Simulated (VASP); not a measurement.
# SiC (P6_3mc) in VASP: further runs

SiC is run at these levels: PBE; tasks: relaxation of shape and atoms at fixed volume, single point.

All numbers are computed with VASP 6.6.1; they aren't measurements. Logs are shortened: lines on timing, memory, paths and dates and some standing lists are left out, and cuts for length are marked.

### Step 1. The cell of the first run

The structure is hexagonal, space group P6_3mc (No. 186). The conventional cell has a = 3.064 Å, b = 3.064 Å, c = 15.033 Å, α = 90.00°, β = 90.00°, γ = 120.00°. Within 2.5 Å of Si (site symmetry 3m) lie 4 C at 1.88 Å. Within 2.5 Å of Si (site symmetry 3m) lie 4 C at 1.88 Å. Within 2.5 Å of Si (site symmetry 3m) lie 4 C at 1.88 Å. Within 2.5 Å of C (site symmetry 3m) lie 4 Si at 1.88 Å. Within 2.5 Å of C (site symmetry 3m) lie 4 Si at 1.88 Å. Within 2.5 Å of C (site symmetry 3m) lie 4 Si at 1.88 Å.

### Step 2. Relaxation of shape and atoms at fixed volume, PBE (10.18 Å³/atom)

INCAR

```
PREC = Accurate ; ENCUT = 600
EDIFF = 1E-6 ; ISMEAR = 0
SIGMA = 0.02 ; LREAL = F
LASPH = T ; NELM = 100
ALGO = Normal ; ISIF = 4
LWAVE = F ; LCHARG = F
GGA = PE ; IBRION = 2
NSW = 50 ; EDIFFG = -0.01
```

KPOINTS

```
Automatic mesh
0
Gamma
  12 12 2
```

POSCAR

```
SiC
1.0
    3.0637333288      0.0000000000      0.0000000000
   -1.5318666644      2.6532708932      0.0000000000
    0.0000000000      0.0000000000     15.0330310975
Si C
6 6
Direct
    0.0000000000      0.0000000000      0.1250399221
    0.0000000000      0.0000000000      0.6250399221
    0.3333333333      0.6666666667      0.2918177992
    0.6666666667      0.3333333333      0.7918177992
    0.3333333333      0.6666666667      0.9583095063
    0.6666666667      0.3333333333      0.4583095063
    0.0000000000      0.0000000000     -0.0003123163
    0.0000000000      0.0000000000      0.4996876837
    0.3333333333      0.6666666667      0.1668296831
    0.6666666667      0.3333333333      0.6668296831
    0.3333333333      0.6666666667      0.8333154056
    0.6666666667      0.3333333333      0.3333154056
```

Potentials or basis: VASP PAW PBE potentials, release 64 (Si, C).

Launch:

```sh
cat potpaw_PBE.64/Si/POTCAR potpaw_PBE.64/C/POTCAR > POTCAR
mpirun -np 1 vasp_std > vasp.out
```

OUTCAR:

```text
PREC = Accurate
   ENCUT = 600
   EDIFF = 1E-6
   ISMEAR = 0
   LREAL = F
   LASPH = T
   NELM = 100
   ISIF = 4
   GGA = PE
   IBRION = 2
   NSW = 50
   EDIFFG = -0.01

 ion  position               nearest neighbor table
   1  0.000  0.000  0.125-   9 1.88   9 1.88   9 1.88   7 1.88   5 3.07   5 3.07   5 3.07   3 3.07
                             3 3.07   3 3.07
   2  0.000  0.000  0.625-  10 1.88  10 1.88  10 1.88   8 1.88   6 3.07   6 3.07   6 3.07   4 3.07
                             4 3.07   4 3.07
   3  0.333  0.667  0.292-  12 1.88  12 1.88  12 1.88   9 1.88   6 3.06   6 3.06   6 3.06   1 3.07
                             1 3.07   1 3.07
   4  0.667  0.333  0.792-  11 1.88  11 1.88  11 1.88  10 1.88   5 3.06   5 3.06   5 3.06   2 3.07
                             2 3.07   2 3.07
   5  0.333  0.667  0.958-   7 1.88   7 1.88   7 1.88  11 1.88   4 3.06   4 3.06   4 3.06   1 3.07
                             1 3.07   1 3.07
   6  0.667  0.333  0.458-   8 1.88   8 1.88   8 1.88  12 1.88   3 3.06   3 3.06   3 3.06   2 3.07
                             2 3.07   2 3.07
   7  0.000  0.000  1.000-   5 1.88   5 1.88   5 1.88   1 1.88
   8  0.000  0.000  0.500-   6 1.88   6 1.88   6 1.88   2 1.88
   9  0.333  0.667  0.167-   1 1.88   1 1.88   1 1.88   3 1.88
  10  0.667  0.333  0.667-   2 1.88   2 1.88   2 1.88   4 1.88
  11  0.333  0.667  0.833-   4 1.88   4 1.88   4 1.88   5 1.88
  12  0.667  0.333  0.333-   3 1.88   3 1.88   3 1.88   6 1.88

  LATTYP: Found a hexagonal cell.
 ALAT       =     3.0637333288
 C/A-ratio  =     4.9067687962

  Lattice vectors:

 A1 = (   3.0637333288,   0.0000000000,   0.0000000000)
 A2 = (  -1.5318666644,   2.6532708932,   0.0000000000)
 A3 = (   0.0000000000,   0.0000000000,  15.0330310975)

Analysis of symmetry for initial positions (statically):
=====================================================================
 Subroutine PRICEL returns:
 Original cell was already a primitive cell.

 Routine SETGRP: Setting up the symmetry group for a
 hexagonal supercell.

 Subroutine GETGRP returns: Found 12 space group operations
 (whereof  6 operations were pure point group operations)
 out of a pool of 24 trial point group operations.

The static configuration has the point symmetry C_3v.
 The point group associated with its full space group is C_6v.

Analysis of symmetry for dynamics (positions and initial velocities):
=====================================================================
 Subroutine PRICEL returns:
 Original cell was already a primitive cell.

 Routine SETGRP: Setting up the symmetry group for a
 hexagonal supercell.

 Subroutine GETGRP returns: Found 12 space group operations
 (whereof  6 operations were pure point group operations)
 out of a pool of 24 trial point group operations.

The dynamic configuration has the point symmetry C_3v.
 The point group associated with its full space group is C_6v.

 Subroutine INISYM returns: Found 12 space group operations
 (whereof  6 operations are pure point group operations),
 and found     1 'primitive' translations

----------------------------------------------------------------------------------------

                                     Primitive cell

  volume of cell :     122.2022

  direct lattice vectors                    reciprocal lattice vectors
     3.063733329  0.000000000  0.000000000     0.326399165  0.188446646  0.000000000
    -1.531866664  2.653270893  0.000000000     0.000000000  0.376893291  0.000000000
     0.000000000  0.000000000 15.033031098     0.000000000  0.000000000  0.066520184

  length of vectors
     3.063733329  3.063733329 15.033031098     0.376893291  0.376893291  0.066520184

  position of ions in fractional coordinates (direct lattice)
     0.000000000  0.000000000  0.125039922
     0.000000000  0.000000000  0.625039922
     0.333333333  0.666666667  0.291817799
     0.666666667  0.333333333  0.791817799
     0.333333333  0.666666667  0.958309506
     0.666666667  0.333333333  0.458309506
     0.000000000  0.000000000  0.999687684
     0.000000000  0.000000000  0.499687684
     0.333333333  0.666666667  0.166829683
     0.666666667  0.333333333  0.666829683
     0.333333333  0.666666667  0.833315406
     0.666666667  0.333333333  0.333315406

  ion indices of the primitive-cell ions
   primitive index   ion index
                 1           1
                 2           2
                 3           3
                 4           4
                 5           5
                 6           6
                 7           7
                 8           8
                 9           9
                10          10
                11          11
                12          12

----------------------------------------------------------------------------------------

 KPOINTS: Automatic mesh

Automatic generation of k-mesh.
 Grid dimensions read from file:
 generate k-points for:   12   12    2

 Generating k-lattice:

[... 80 lines left out ...]
  energy-cutoff  :      600.00
  volume of cell :      122.20
 maximum number of plane-waves:      4120
   NGX = 13   NGY = 13   NGZ = 61

 number of electron      48.0000000 magnetization

 Free energy of the ion-electron system (eV)
  ---------------------------------------------------
  ext. energy  EPLUGINS =         0.00000000
  ---------------------------------------------------
  free energy    TOTEN  =       -90.30352133 eV

  energy without entropy =      -90.30352133  energy(sigma->0) =      -90.30352133

 E-fermi :   8.4806     XC(G=0): -11.4237

 val. band max:        8.3313515102   @ k =   0.0000   0.0000   0.0000
 cond. band min:      10.3527642660   @ k =   0.5000  -0.0000   0.0000
 fundamental gap:      2.0214127558
 Fermi energy:         8.4806095474

 k-point     1 :       0.0000    0.0000    0.0000
  band No.  band energies     occupation
      1      -7.2503      2.00000
      2      -6.7226      2.00000
      3      -6.6855      2.00000
      4      -5.1712      2.00000
      5      -5.1415      2.00000
      6      -3.6250      2.00000
[... 23 lines left out ...]
     30      15.1439      0.00000
     31      15.3379      0.00000

 k-point     2 :       0.0833    0.0000    0.0000
  band No.  band energies     occupation
      1      -7.1281      2.00000
      2      -6.6023      2.00000
      3      -6.5647      2.00000
      4      -5.0567      2.00000
      5      -5.0268      2.00000
      6      -3.5222      2.00000
[... 23 lines left out ...]
     30      15.0398      0.00000
     31      15.2221      0.00000

 k-point     3 :       0.1667   -0.0000    0.0000
  band No.  band energies     occupation
      1      -6.7645      2.00000
      2      -6.2446      2.00000
      3      -6.2057      2.00000
      4      -4.7187      2.00000
      5      -4.6882      2.00000
      6      -3.2235      2.00000
[... 23 lines left out ...]
     30      15.2382      0.00000
     31      15.6219      0.00000

 k-point     4 :       0.2500   -0.0000    0.0000
  band No.  band energies     occupation
      1      -6.1700      2.00000
      2      -5.6622      2.00000
      3      -5.6202      2.00000
      4      -4.1776      2.00000
      5      -4.1458      2.00000
      6      -2.7669      2.00000
[... 635 lines left out ...]
     30      15.0559      0.00000
     31      15.5884      0.00000

 k-point    23 :       0.2500   -0.0000    0.5000
  band No.  band energies     occupation
      1      -6.0368      2.00000
      2      -6.0368      2.00000
      3      -5.0011      2.00000
      4      -5.0011      2.00000
      5      -3.2584      2.00000
      6      -3.2584      2.00000
[... 23 lines left out ...]
     30      14.4379      0.00000
     31      14.9996      0.00000

 k-point    24 :       0.3333    0.0000    0.5000
  band No.  band energies     occupation
      1      -5.2414      2.00000
      2      -5.2414      2.00000
      3      -4.2554      2.00000
      4      -4.2554      2.00000
      5      -2.6772      2.00000
      6      -2.6772      2.00000
[... 23 lines left out ...]
     30      13.7159      0.00000
     31      14.5247      0.00000

 [... further k-points ...]

------------------------ aborting loop because EDIFF is reached ----------------------------------------

  FORCE on cell =-STRESS in cart. coord.  units (eV):
  Direction    XX          YY          ZZ          XY          YZ          ZX
  --------------------------------------------------------------------------------------
  -------------------------------------------------------------------------------------
  Total        5.1109247      5.1109247      5.0670799     -0.0000000     -0.0000000      0.0000000
  in kB       67.0086637     67.0086637     66.4338204     -0.0000000     -0.0000000      0.0000000
  external PRESSURE =      66.8170493 kB  Pullay stress =       0.0000000 kB

 VOLUME and BASIS-vectors are now :
 -----------------------------------------------------------------------------
  energy-cutoff  :      600.00
  volume of cell :      122.20
      direct lattice vectors                 reciprocal lattice vectors
     3.063733329  0.000000000  0.000000000     0.326399165  0.188446646  0.000000000
    -1.531866664  2.653270893  0.000000000     0.000000000  0.376893291  0.000000000
     0.000000000  0.000000000 15.033031098     0.000000000  0.000000000  0.066520184

 POSITION                                       TOTAL-FORCE (eV/Angst)
 -----------------------------------------------------------------------------------
      0.00000      0.00000      1.87973         0.000000     -0.000000     -0.007623
      0.00000      0.00000      9.39624        -0.000000      0.000000     -0.007623
     -0.00000      1.76885      4.38691         0.000000      0.000000      0.000932
      1.53187      0.88442     11.90342         0.000000     -0.000000      0.000932
     -0.00000      1.76885     14.40630         0.000000     -0.000000      0.001798
      1.53187      0.88442      6.88978         0.000000      0.000000      0.001798
      0.00000      0.00000     15.02834        -0.000000      0.000000      0.004878
      0.00000      0.00000      7.51182         0.000000      0.000000      0.004878
     -0.00000      1.76885      2.50796         0.000000     -0.000000      0.000267
      1.53187      0.88442     10.02447        -0.000000      0.000000      0.000267
     -0.00000      1.76885     12.52726        -0.000000     -0.000000     -0.000252
      1.53187      0.88442      5.01074        -0.000000      0.000000     -0.000252
 -----------------------------------------------------------------------------------
    total drift:                               -0.000000     -0.000000     -0.000009

  FREE ENERGIE OF THE ION-ELECTRON SYSTEM (eV)
  ---------------------------------------------------
  free  energy   TOTEN  =       -90.3035213284 eV

  energy  without entropy=      -90.3035213284  energy(sigma->0) =      -90.30352133

 reached required accuracy - stopping structural energy minimisation
```

It took 4.1 min on 1 thread of Intel Xeon 8259CL, shared host; peak memory 0.32 GiB.

Results:

```yaml
Free_energy: -90.3035 eV
Pressure_after_relaxing: 6.7 GPa
Largest_force_after_relaxing: 0.008 eV/Å
Band_gap_on_the_k_mesh: 2.02 eV (least direct gap 3.12 eV)
```

Forces on the atoms (eV/Å):
```
Si   0.000  0.000 -0.008
Si   0.000  0.000 -0.008
Si   0.000  0.000  0.001
Si   0.000  0.000  0.001
Si   0.000  0.000  0.002
Si   0.000  0.000  0.002
C    0.000  0.000  0.005
C    0.000  0.000  0.005
C    0.000  0.000  0.000
C    0.000  0.000  0.000
C    0.000  0.000  0.000
C    0.000  0.000  0.000
```

Final structure:
```
Si C
1.0
     3.06373    0.00000    0.00000
    -1.53187    2.65327    0.00000
     0.00000    0.00000   15.03303
Si C
6 6
Cartesian
  0.0000 0.0000 1.8797
  0.0000 0.0000 9.3962
  0.0000 1.7688 4.3869
  1.5319 0.8844 11.9034
  0.0000 1.7688 14.4063
  1.5319 0.8844 6.8898
  0.0000 0.0000 15.0283
  0.0000 0.0000 7.5118
  0.0000 1.7688 2.5080
  1.5319 0.8844 10.0245
  0.0000 1.7688 12.5273
  1.5319 0.8844 5.0107
```

Caveat: the relaxation stopped at its first step, so nothing moved. A k mesh can miss the band edges.

### Step 3. Relaxation of shape and atoms at fixed volume, PBE (10.81 Å³/atom)

This run uses another cell than the first one, of 10.81 Å³/atom.

INCAR

```
SYSTEM = SiC
ALGO = Normal
EDIFF = 1E-6
EDIFFG = -0.01
ENCUT = 600
GGA = PE
IBRION = 2
ISIF = 4
ISMEAR = 0
LASPH = .True.
LCHARG = .False.
LREAL = .False.
LWAVE = .False.
NELM = 80
NSW = 50
PREC = Accurate
SIGMA = 0.02
```

KPOINTS

```
k-points
0
Gamma
  12 12 2
  0 0 0
```

Edit POSCAR of step 2 so:

```diff
@@ -2,5 +2,5 @@
 1.0
-    3.0637333288      0.0000000000      0.0000000000
-   -1.5318666644      2.6532708932      0.0000000000
-    0.0000000000      0.0000000000     15.0330310975
+    3.1256436115      0.0000000000      0.0000000000
+   -1.5628218058      2.7068867707      0.0000000000
+    0.0000000000      0.0000000000     15.3368105406
 Si C
```

Potentials or basis: VASP PAW PBE potentials, release 64 (Si, C).

Launch:

```sh
cat potpaw_PBE.64/Si/POTCAR potpaw_PBE.64/C/POTCAR > POTCAR
mpirun -np 1 vasp_std > vasp.out
```

Wall time 6.7 min (1 thread of Intel Xeon 8259CL, shared host); peak memory 0.37 GiB.

It converged, with:

```
Free energy                  : -90.3096 eV
Pressure after relaxing      : -6.1 GPa
Largest force after relaxing : 0.009 eV/Å
Band gap on the k mesh       : 2.04 eV (least direct gap 3.12 eV)
```

Forces on the atoms (eV/Å):
```
Si   0.000  0.000  0.009
Si   0.000  0.000  0.009
Si   0.000  0.000 -0.001
Si   0.000  0.000 -0.001
Si   0.000  0.000 -0.003
Si   0.000  0.000 -0.003
C    0.000  0.000 -0.005
C    0.000  0.000 -0.005
C    0.000  0.000  0.000
C    0.000  0.000  0.000
C    0.000  0.000  0.000
C    0.000  0.000  0.000
```

Final structure:
```cif
data_structure
_symmetry_space_group_name_H-M 'P 1'
_symmetry_Int_Tables_number 1
_cell_length_a 3.1256
_cell_length_b 3.1256
_cell_length_c 15.3368
_cell_angle_alpha 90.000
_cell_angle_beta 90.000
_cell_angle_gamma 120.000
_cell_volume 129.76
loop_
_atom_site_label
_atom_site_type_symbol
_atom_site_fract_x
_atom_site_fract_y
_atom_site_fract_z
_atom_site_occupancy
Si1 Si 0.00000 0.00000 0.12504 1
Si2 Si 0.00000 0.00000 0.62504 1
Si3 Si 0.33333 0.66667 0.29182 1
Si4 Si 0.66667 0.33333 0.79182 1
Si5 Si 0.33333 0.66667 0.95831 1
Si6 Si 0.66667 0.33333 0.45831 1
C1 C 0.00000 0.00000 0.99969 1
C2 C 0.00000 0.00000 0.49969 1
C3 C 0.33333 0.66667 0.16683 1
C4 C 0.66667 0.33333 0.66683 1
C5 C 0.33333 0.66667 0.83332 1
C6 C 0.66667 0.33333 0.33332 1
```

Levels at points of the mesh, in eV from the valence-band top:
```
           k point  band 21  band 22  band 23  band 24  band 25  band 26  band 27  band 28
(0.00, 0.00, 0.00)    -0.30    -0.04     0.00     0.00     4.80     4.97     5.36     5.80
(0.50, 0.00, 0.00)    -1.77    -1.74    -1.62    -1.09     2.04     2.20     3.14     3.81
(0.00, 0.00, 0.50)    -0.09    -0.09    -0.09    -0.09     4.87     4.87     5.60     5.60
(0.50, 0.00, 0.50)    -1.68    -1.68    -1.29    -1.29     2.07     2.07     3.36     3.36
```

Caveat: the relaxation stopped at its first step, so nothing moved. A k mesh can miss the band edges.

### Step 4. Single point, PBE (11.13 Å³/atom)

This run uses another cell than the first one, of 11.13 Å³/atom.

INCAR

```
SYSTEM = SiC
  ALGO = Normal
  EDIFF = 1E-7
  ENCUT = 520
  GGA = PE
  ISIF = 2
  ISMEAR = 0
  LASPH = .TRUE.
  LCHARG = .TRUE.
  LELF = .TRUE.
  LREAL = .FALSE.
  LVHAR = .TRUE.
  LWAVE = .FALSE.
  NBANDS = 36
  NELM = 80
  PREC = Accurate
  SIGMA = 0.02
```

KPOINTS

```
k-points
0
G
  12 12 2
  0 0 0
```

POSCAR

```
SiC
1.0
    3.1554412335      0.0000000000      0.0000000000
   -1.5777206167      2.7326922683      0.0000000000
    0.0000000000      0.0000000000     15.4868259068
Si C
6 6
Direct
    0.0000000000      0.0000000000      0.1250544042
    0.0000000000      0.0000000000      0.6250544042
    0.3333333333      0.6666666667      0.2918084785
    0.6666666667      0.3333333333      0.7918084785
    0.3333333333      0.6666666667      0.9582892648
    0.6666666667      0.3333333333      0.4582892648
    0.0000000000      0.0000000000     -0.0003104559
    0.0000000000      0.0000000000      0.4996895441
    0.3333333333      0.6666666667      0.1668441455
    0.6666666667      0.3333333333      0.6668441455
    0.3333333333      0.6666666667      0.8333141628
    0.6666666667      0.3333333333      0.3333141628
```

Launch:

```sh
cat potpaw_PBE.64/Si/POTCAR potpaw_PBE.64/C/POTCAR > POTCAR
mpirun -np 1 vasp_std > vasp.out
```

Run time: 6.2 min. Hardware: 1 thread of Intel Xeon 8259CL, shared host; peak memory 0.31 GiB.

Results (log left out):

| Quantity | Value |
| --- | --- |
| Free energy | -90.1004 eV |
| Pressure | -11.1 GPa |
| Largest force | 0.010 eV/Å |
| Band gap on the k mesh | 2.04 eV (least direct gap 3.12 eV) |

Forces in eV/Å, atoms in the order of the input:
```
Si   0.000  0.000  0.010
Si   0.000  0.000  0.010
Si   0.000  0.000  0.001
Si   0.000  0.000  0.001
Si   0.000  0.000  0.002
Si   0.000  0.000  0.002
C    0.000  0.000 -0.009
C    0.000  0.000 -0.009
C    0.000  0.000 -0.002
C    0.000  0.000 -0.002
C    0.000  0.000 -0.002
C    0.000  0.000 -0.002
```

Levels at points of the mesh, in eV from the valence-band top:
| k point | band 21 | band 22 | band 23 | band 24 | band 25 | band 26 | band 27 | band 28 |
| --- | --- | --- | --- | --- | --- | --- | --- | --- |
| (0.00, 0.00, 0.00) | -0.30 | -0.04 | 0.00 | 0.00 | 4.56 | 4.74 | 5.10 | 5.47 |
| (0.50, 0.00, 0.00) | -1.75 | -1.72 | -1.60 | -1.08 | 2.04 | 2.19 | 3.09 | 3.74 |
| (0.00, 0.00, 0.50) | -0.09 | -0.09 | -0.09 | -0.09 | 4.63 | 4.63 | 5.34 | 5.34 |
| (0.50, 0.00, 0.50) | -1.66 | -1.66 | -1.27 | -1.27 | 2.06 | 2.06 | 3.31 | 3.31 |

Caveat: the cell stands under tension. A k mesh can miss the band edges.

### Step 5. Summary

```tsv
task	cell	cutoff (eV)	gap on the mesh (eV)	pressure (GPa)	largest force (eV/Å)
relaxation of shape and atoms at fixed volume	relaxed from a = 3.064, b = 3.064, c = 15.033 Å, angles 90.0, 90.0, 120.0°, 12 atoms	600	2.02	6.7	0.01
relaxation of shape and atoms at fixed volume	relaxed from a = 3.126, b = 3.126, c = 15.337 Å, angles 90.0, 90.0, 120.0°, 12 atoms	600	2.04	-6.1	0.01
single point	a = 3.155, b = 3.155, c = 15.487 Å, angles 90.0, 90.0, 120.0°, 12 atoms	520	2.04	-11.1	0.01
```

Alike in all rows: level PBE; potentials or basis VASP PAW PBE potentials, release 64 (Si, C); no spin polarisation; k mesh 12 × 12 × 2; smearing gaussian 0.02 eV.

Caveats: the relaxation stopped at its first step, so nothing moved (at least some runs); the cell stands under tension (at least some runs).

Absolute energies hang on the potentials; compare differences alone.
